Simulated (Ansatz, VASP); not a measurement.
# GeSb2Te4 in VASP and in Ansatz

File INCAR:

```
SYSTEM = GeSb2Te4
PREC     = Accurate       ! precision mode
ENCUT    = 520            ! plane-wave cutoff, eV
EDIFF    = 1E-7           ! SCF threshold, eV
ISMEAR   = 0              ! smearing method
SIGMA    = 0.03           ! smearing width, eV
LREAL    = .False.        ! projectors in reciprocal space
LASPH    = .True.         ! aspherical terms in the spheres
NELM     = 60             ! most SCF steps
ALGO     = Normal         ! electronic algorithm
ISIF     = 2              ! what is computed and relaxed
LWAVE    = .False.        ! write WAVECAR
LCHARG   = .True.         ! write CHGCAR
GGA      = PE             ! functional
LELF     = .True.         ! ELF
LVHAR    = .True.       
NBANDS   = 33             ! bands
```

Contents of KPOINTS:

```
Automatic mesh
0
Gamma
  9 9 3
  0 0 0
```

The input POSCAR:

```
GeSb2Te4
1.0
   -4.2977010893      0.0000000000      0.0000000000
   -2.1488505447     -3.7219183212      0.0000000000
    0.0000000000      1.2406394404     14.1302728042
Ge Sb Te
1 2 4
Direct
    0.4675937037      0.5712625926      0.2073377777
    0.0402576068      0.4259347865      0.7713543595
    0.7543720852      0.9977058295      0.4866674886
    0.8175485645      0.8713528710      0.1076086130
   -0.3132492711      0.1329485421      0.8923956264
    0.3977520217      0.7109459565      0.6263878696
    0.1083007892      0.2898484217      0.3630952651
```

Input for Ansatz:

```yaml
crystal:
  lattice:
    - [-4.2977010893, 0.0, 0.0]
    - [-2.1488505447, -3.7219183212, 0.0]
    - [0.0, 1.2406394404, 14.1302728042]
  atoms:
    - { symbol: Ge, position: [0.4675937037, 0.5712625926, 0.2073377777] }
    - { symbol: Sb, position: [0.0402576068, 0.4259347865, 0.7713543595] }
    - { symbol: Sb, position: [0.7543720852, 0.9977058295, 0.4866674886] }
    - { symbol: Te, position: [0.8175485645, 0.871352871, 0.107608613] }
    - { symbol: Te, position: [-0.3132492711, 0.1329485421, 0.8923956264] }
    - { symbol: Te, position: [0.3977520217, 0.7109459565, 0.6263878696] }
    - { symbol: Te, position: [0.1083007892, 0.2898484217, 0.3630952651] }
basis:
  ecutwfc: 420
kpoints:
  mp_grid: { grid: [9, 9, 3] }
hamiltonian:
  xc: pbe
scf:
  occupations: { method: gaussian, width: 0.03 }
output:
  forces: true
  stress: true
  eigenvalues: true
```

Alike in both runs: task single point; functional PBE; k mesh 9 × 9 × 3; occupations gaussian, width 0.03 eV; no spin polarisation.

|  | VASP | Ansatz |
| --- | --- | --- |
| version | VASP 6.6.1 | Ansatz 0.2.0 |
| potentials or method | VASP PAW PBE potentials, release 64 (Ge_d, Sb, Te), cutoff 520 eV | scalar-relativistic, plane waves, PAW |
| valence electrons in the cell | 48 | 108 |

Ansatz gave:

| Item | Value |
| --- | --- |
| gap on the k mesh at the Fermi level (eV) | 0.17 |
| least direct gap on the mesh (eV) | 0.33 |
| pressure (GPa) | 0.6 |
| traceless stress, the component that is largest in VASP (GPa) | 0.84 |
| rms of the force components (eV/Å) | 0.127 |

Problem. What did VASP give for the same quantities?

Solution. gap on the k mesh at the Fermi level (eV): 0.16; least direct gap on the mesh (eV): 0.32; pressure (GPa): 0.6; traceless stress, the component that is largest in VASP (GPa): 0.83; rms of the force components (eV/Å): 0.125.

Atom by atom the forces differ by 0.010 eV/Å (rms over components). VASP's potentials hold 48 valence electrons a cell and Ansatz's 108, so a difference there can come from the potentials and not from the codes.

Neither program's run includes spin-orbit coupling.
